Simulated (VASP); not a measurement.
# Na3B in VASP: single point with PBEsol

Aim: the single point of Na3B with PBEsol.

All numbers are computed with VASP 6.6.1; they aren't measurements. Logs are shortened: lines on timing, memory, paths and dates and some standing lists are left out, and cuts for length are marked.

## 1. The cell of the first run

The cell holds a slab with vacuum, 4 atoms: a = 3.609 Å, b = 3.609 Å, c = 24.894 Å, α = 90.00°, β = 90.00°, γ = 109.47°.

## 2. Single point, PBEsol

The input, INCAR:

```
PREC = Accurate
ENCUT = 520
EDIFF = 1E-7
ISMEAR = 0
SIGMA = 0.1
LREAL = F
LASPH = T
NELM = 80
ALGO = Normal
ISIF = 2
LWAVE = F
LCHARG = F
LDIPOL = T
IDIPOL = 3
DIPOL = 0.5 0.5 0.499
GGA = PS
NBANDS = 20
```

The input, KPOINTS:

```
Automatic mesh
0
Gamma
  9 9 1
```

The input, POSCAR:

```
Na3B
1.0
    3.6090446020      0.0000000000      0.0000000000
   -1.2030148673      3.4026398823      0.0000000000
    0.0000000000      0.0000000000     24.8935451559
Na B
3 1
Direct
    0.5000000000      0.5000000000      0.3414539772
    0.0084823618     -0.0084823618      0.4560893304
    0.5225773755      0.4774226245      0.5712321378
    0.1142094761      0.8857905239      0.6281896088
```

Potentials or basis: VASP PAW PBE potentials, release 64 (Na_pv, B).

The run is started by

```
$ cat potpaw_PBE.64/Na_pv/POTCAR potpaw_PBE.64/B/POTCAR > POTCAR
$ mpirun -np 1 vasp_std > vasp.out
```

OUTCAR:

```text
PREC = Accurate
   ENCUT = 520
   EDIFF = 1E-7
   ISMEAR = 0
   LREAL = F
   LASPH = T
   NELM = 80
   ISIF = 2
   GGA = PS

 ion  position               nearest neighbor table
   1  0.500  0.500  0.341-
   2  0.008  0.992  0.456-
   3  0.523  0.477  0.571-
   4  0.114  0.886  0.628-

  LATTYP: Found a base centered orthorhombic cell.
 ALAT       =     4.1673657450
 B/A-ratio  =     1.4142135624
 C/A-ratio  =     5.9734486193

  Lattice vectors:

 A1 = (   3.6090446020,   0.0000000000,   0.0000000000)
 A2 = (  -1.2030148673,   3.4026398823,   0.0000000000)
 A3 = (   0.0000000000,   0.0000000000,  24.8935451559)

Analysis of symmetry for initial positions (statically):
=====================================================================
 Subroutine PRICEL returns:
 Original cell was already a primitive cell.

 Routine SETGRP: Setting up the symmetry group for a
 base centered orthorhombic supercell.

 Subroutine GETGRP returns: Found  2 space group operations
 (whereof  2 operations were pure point group operations)
 out of a pool of  8 trial point group operations.

The static configuration has the point symmetry C_1h.

Analysis of symmetry for dynamics (positions and initial velocities):
=====================================================================
 Subroutine PRICEL returns:
 Original cell was already a primitive cell.

 Routine SETGRP: Setting up the symmetry group for a
 base centered orthorhombic supercell.

 Subroutine GETGRP returns: Found  2 space group operations
 (whereof  2 operations were pure point group operations)
 out of a pool of  8 trial point group operations.

The dynamic configuration has the point symmetry C_1h.

 Subroutine INISYM returns: Found  2 space group operations
 (whereof  2 operations are pure point group operations),
 and found     1 'primitive' translations

----------------------------------------------------------------------------------------

                                     Primitive cell

  volume of cell :     305.6997

  direct lattice vectors                    reciprocal lattice vectors
     3.609044602  0.000000000  0.000000000     0.277081641  0.097963154  0.000000000
    -1.203014867  3.402639882  0.000000000     0.000000000  0.293889461  0.000000000
     0.000000000  0.000000000 24.893545156     0.000000000  0.000000000  0.040171056

  length of vectors
     3.609044602  3.609044602 24.893545156     0.293889461  0.293889461  0.040171056

  position of ions in fractional coordinates (direct lattice)
     0.500000000  0.500000000  0.341453977
     0.008482362  0.991517638  0.456089330
     0.522577375  0.477422625  0.571232138
     0.114209476  0.885790524  0.628189609

  ion indices of the primitive-cell ions
   primitive index   ion index
                 1           1
                 2           2
                 3           3
                 4           4

----------------------------------------------------------------------------------------

 KPOINTS: Automatic mesh

Automatic generation of k-mesh.
 Grid dimensions read from file:
 generate k-points for:    9    9    1

 Generating k-lattice:

  Cartesian coordinates                     Fractional coordinates (reciprocal lattice)
     0.030786849  0.010884795  0.000000000     0.111111111  0.000000000  0.000000000
     0.000000000  0.032654385  0.000000000     0.000000000  0.111111111  0.000000000
     0.000000000  0.000000000  0.040171056     0.000000000  0.000000000  1.000000000

  Length of vectors
     0.032654385  0.032654385  0.040171056

  Shift w.r.t. Gamma in fractional coordinates (k-lattice)
     0.000000000  0.000000000  0.000000000

 Subroutine IBZKPT returns following result:
 ===========================================

 Found     25 irreducible k-points:

 Following reciprocal coordinates:
            Coordinates               Weight
  0.000000  0.000000  0.000000      1.000000
  0.111111  0.000000  0.000000      4.000000
  0.222222  0.000000  0.000000      4.000000
  0.333333  0.000000  0.000000      4.000000
  0.444444  0.000000  0.000000      4.000000
  0.111111  0.111111  0.000000      2.000000
[... 16 lines left out ...]
 -0.333333  0.333333  0.000000      2.000000
  0.444444  0.444444  0.000000      2.000000
   k-points           NKPTS =     25   k-points in BZ     NKDIM =     25   number of bands    NBANDS=     20
   number of dos      NEDOS =    301   number of ions     NIONS =      4
   total plane-waves  NPLWV = 150528
   dimension x,y,z NGX =    28 NGY =   28 NGZ =  192
   dimension x,y,z NGXF=    56 NGYF=   56 NGZF=  384
   ions per type =               3   1
   NGX,Y,Z   is equivalent  to a cutoff of  12.90, 12.90, 12.82 a.u.
   NGXF,Y,Z  is equivalent  to a cutoff of  25.80, 25.80, 25.64 a.u.
 SYSTEM =  unknown system
   PREC   = accura    normal or accurate (medium, high low for compatibility)
   ISTART =      0    job   : 0-new  1-cont  2-samecut
   ICHARG =      2    charge: 1-file 2-atom 10-const
   ISPIN  =      1    spin polarized calculation?
   LNONCOLLINEAR =      F non collinear calculations
   LSORBIT =      F    spin-orbit coupling
   LASPH  =      T    aspherical Exc in radial PAW
   ENCUT  =  520.0 eV  38.22 Ry    6.18 a.u.   6.71  6.71 46.29*2*pi/ulx,y,z
   NELM   =     80;   NELMIN=  2; NELMDL= -5     # of ELM steps
   EDIFF  = 0.1E-06   stopping-criterion for ELM
   LREAL  =      F    real-space projection
   EDIFFG = 0.1E-05   stopping-criterion for IOM
   NSW    =      0    number of steps for IOM
   IBRION =     -1    ionic relax: 0-MD 1-quasi-New 2-CG
   NFREE  =      0    steps in history (QN), initial steepest desc. (CG)
   ISIF   =      2    stress and relaxation
   ISYM   =      2    0-nonsym 1-usesym 2-fastsym
   POTIM  = 0.5000    time-step for ionic-motion
   TEBEG  =    0.0;   TEEND  =   0.0 temperature during run
   PSTRESS=    0.0 pullay stress
   NELECT =      24.0000    total number of electrons
   NUPDOWN=      -1.0000    fix difference up-down
   EMIN   =  10.00;   EMAX   =-10.00  energy-range for DOS
   EFERMI =   0.00;   METHOD = LEGACY
   ISMEAR =     0;   SIGMA  =   0.10  broadening in eV -4-tet -1-fermi 0-gaus
   EFERMI_NEDOS =   21; number of points for ismear=-14 and -15
   IALGO  =     38    algorithm
   IMIX   =      4    mixing-type and parameters
     AMIX     =   0.40;   BMIX     =  1.00
     AMIX_MAG =   1.60;   BMIX_MAG =  1.00
  volume/ion in A,a.u.               =      76.42       515.74
  Fermi-wavevector in a.u.,A,eV,Ry     =   0.700993  1.324684  6.685780  0.491391
  Thomas-Fermi vector in A             =   1.785298
   LORBIT       =      0    0 simple, 1 ext, 2 COOP (PROOUT), +10 PAW based schemes
   GGA     = PS    functional components
   LHFCALC =     F    Hartree Fock is set to
   AEXX    =    0.0000 exact exchange contribution
   IVDW    =     0    specifies the selected vdW correction
   LEPSILON=     F    determine dielectric tensor
   LRPA    =     F    only Hartree local field effects (RPA)
 non-spin polarized calculation
 Gauss-broadening in eV      SIGMA  =   0.10
  energy-cutoff  :      520.00
  volume of cell :      305.70
 maximum number of plane-waves:      8256
   NGX = 13   NGY = 13   NGZ = 93

 number of electron      24.0000000 magnetization

 dipolmoment           0.000000      0.000000      0.139789 electrons x Angstroem

 Free energy of the ion-electron system (eV)
  ---------------------------------------------------
  ext. energy  EPLUGINS =         0.00000000
  ---------------------------------------------------
  free energy    TOTEN  =        -6.16318471 eV

  energy without entropy =       -6.15373576  energy(sigma->0) =       -6.15846024

 E-fermi :  -2.2522     XC(G=0):  -3.2881

 val. band max:       -2.2524571238   @ k =   0.1111   0.1111   0.0000
 cond. band min:      -2.2284748081   @ k =   0.3333   0.1111   0.0000
 fundamental gap:      0.0239823157
 Fermi energy:        -2.2522438024

 k-point     1 :       0.0000    0.0000    0.0000
  band No.  band energies     occupation
      1     -27.2371      2.00000
      2     -27.2066      2.00000
      3     -27.2036      2.00000
      4     -27.0205      2.00000
      5     -27.0122      2.00000
      6     -27.0029      2.00000
[... 12 lines left out ...]
     19       2.5479      0.00000
     20       2.6172      0.00000

 k-point     2 :       0.1111    0.0000    0.0000
  band No.  band energies     occupation
      1     -27.2367      2.00000
      2     -27.2089      2.00000
      3     -27.2048      2.00000
      4     -27.0201      2.00000
      5     -27.0140      2.00000
      6     -27.0045      2.00000
[... 12 lines left out ...]
     19       2.7048      0.00000
     20       2.7585      0.00000

 k-point     3 :       0.2222    0.0000    0.0000
  band No.  band energies     occupation
      1     -27.2357      2.00000
      2     -27.2170      2.00000
      3     -27.2054      2.00000
      4     -27.0206      2.00000
      5     -27.0191      2.00000
      6     -27.0066      2.00000
[... 12 lines left out ...]
     19       2.6231      0.00000
     20       3.1585      0.00000

 k-point     4 :       0.3333    0.0000    0.0000
  band No.  band energies     occupation
      1     -27.2345      2.00000
      2     -27.2266      2.00000
      3     -27.2058      2.00000
      4     -27.0295      2.00000
      5     -27.0181      2.00000
      6     -27.0076      2.00000
[... 12 lines left out ...]
     19       1.9638      0.00000
     20       2.7966      0.00000

 k-point     5 :       0.4444    0.0000    0.0000
  band No.  band energies     occupation
      1     -27.2338      2.00000
      2     -27.2328      2.00000
      3     -27.2060      2.00000
      4     -27.0355      2.00000
      5     -27.0174      2.00000
      6     -27.0080      2.00000
[... 12 lines left out ...]
     19       2.0277      0.00000
     20       2.8182      0.00000

 k-point     6 :       0.1111    0.1111    0.0000
  band No.  band energies     occupation
      1     -27.2362      2.00000
      2     -27.2108      2.00000
      3     -27.2073      2.00000
      4     -27.0196      2.00000
      5     -27.0162      2.00000
      6     -27.0066      2.00000
[... 12 lines left out ...]
     19       2.9468      0.00000
     20       2.9894      0.00000

 k-point     7 :       0.2222    0.1111    0.0000
  band No.  band energies     occupation
      1     -27.2352      2.00000
      2     -27.2179      2.00000
      3     -27.2092      2.00000
      4     -27.0219      2.00000
      5     -27.0187      2.00000
      6     -27.0099      2.00000
[... 12 lines left out ...]
     19       2.4183      0.00000
     20       3.1576      0.00000
[... 277 lines left out ...]
 k-point    20 :       0.3333    0.3333    0.0000
  band No.  band energies     occupation
      1     -27.2324      2.00000
      2     -27.2285      2.00000
      3     -27.2217      2.00000
      4     -27.0280      2.00000
      5     -27.0272      2.00000
      6     -27.0161      2.00000
[... 12 lines left out ...]
     19       1.9353      0.00000
     20       2.0357      0.00000

 k-point    21 :       0.4444    0.3333    0.0000
  band No.  band energies     occupation
      1     -27.2331      2.00000
      2     -27.2320      2.00000
      3     -27.2205      2.00000
      4     -27.0333      2.00000
      5     -27.0253      2.00000
      6     -27.0157      2.00000
[... 12 lines left out ...]
     19       1.9169      0.00000
     20       2.1914      0.00000

 k-point    22 :      -0.4444    0.3333    0.0000
  band No.  band energies     occupation
      1     -27.2332      2.00000
      2     -27.2322      2.00000
      3     -27.2188      2.00000
      4     -27.0332      2.00000
      5     -27.0239      2.00000
      6     -27.0158      2.00000
[... 12 lines left out ...]
     19       2.6474      0.00000
     20       2.9746      0.00000

 k-point    23 :      -0.3333    0.3333    0.0000
  band No.  band energies     occupation
      1     -27.2329      2.00000
      2     -27.2289      2.00000
      3     -27.2172      2.00000
      4     -27.0284      2.00000
      5     -27.0228      2.00000
      6     -27.0165      2.00000
[... 12 lines left out ...]
     19       3.0526      0.00000
     20       3.4152      0.00000

 k-point    24 :       0.4444    0.4444    0.0000
  band No.  band energies     occupation
      1     -27.2362      2.00000
      2     -27.2316      2.00000
      3     -27.2210      2.00000
      4     -27.0357      2.00000
      5     -27.0266      2.00000
      6     -27.0153      2.00000
[... 12 lines left out ...]
     19       2.1998      0.00000
     20       2.6972      0.00000

 [... further k-points ...]

------------------------ aborting loop because EDIFF is reached ----------------------------------------

 vacuum level on the upper side and lower side of the slab       (xc-potential included)         1.000        -1.067

  FORCE on cell =-STRESS in cart. coord.  units (eV):
  Direction    XX          YY          ZZ          XY          YZ          ZX
  --------------------------------------------------------------------------------------
  -------------------------------------------------------------------------------------
  Total       -1.1512166     -0.6355373     -0.0056613      0.7292807      0.0005340     -0.0007552
  in kB       -6.0335463     -3.3308619     -0.0296709      3.8221730      0.0027988     -0.0039580
  external PRESSURE =      -3.1313597 kB  Pullay stress =       0.0000000 kB

 VOLUME and BASIS-vectors are now :
 -----------------------------------------------------------------------------
  energy-cutoff  :      520.00
  volume of cell :      305.70
      direct lattice vectors                 reciprocal lattice vectors
     3.609044602  0.000000000  0.000000000     0.277081641  0.097963154  0.000000000
    -1.203014867  3.402639882  0.000000000     0.000000000  0.293889461  0.000000000
     0.000000000  0.000000000 24.893545156     0.000000000  0.000000000  0.040171056

 POSITION                                       TOTAL-FORCE (eV/Angst)
 -----------------------------------------------------------------------------------
      1.20301      1.70132      8.50000         0.000981     -0.000694     -0.000518
     -1.16220      3.37378     11.35368         0.001393     -0.000985      0.003902
      1.31166      1.62450     14.21999        -0.007680      0.005430     -0.007123
     -0.65343      3.01403     15.63787         0.005305     -0.003751      0.003739
 -----------------------------------------------------------------------------------
    total drift:                               -0.000930      0.000658     -0.002555

  FREE ENERGIE OF THE ION-ELECTRON SYSTEM (eV)
  ---------------------------------------------------
  free  energy   TOTEN  =        -6.1631847099 eV

  energy  without entropy=       -6.1537357619  energy(sigma->0) =       -6.15846024

 vacuum level on the upper side and lower side of the slab         2.662         0.572
```

Run time: 1.8 min. Hardware: 1 thread of Intel Xeon 6975P-C (Granite Rapids), shared host; peak memory 0.45 GiB.

What came out:

| Item | Value |
| --- | --- |
| Free energy | -6.1632 eV |
| Largest force | 0.012 eV/Å |
| Band gap on the k mesh | zero (bands 12 and 13 overlap by 0.82 eV) |

Forces in eV/Å, atoms in the order of the input:
```
Na   0.001 -0.001 -0.001
Na   0.001 -0.001  0.004
Na  -0.008  0.005 -0.007
B    0.005 -0.004  0.004
```

Levels at points of the mesh, in eV from the Fermi level:
```csv
k point,band 10,band 11,band 12,band 13,band 14,band 15
"(0.00, 0.00, 0.00)",-6.25,-2.88,-1.64,-0.33,1.03,1.93
```

Caveat: the PAW data sets were made with another functional, which shifts forces and pressure a little.
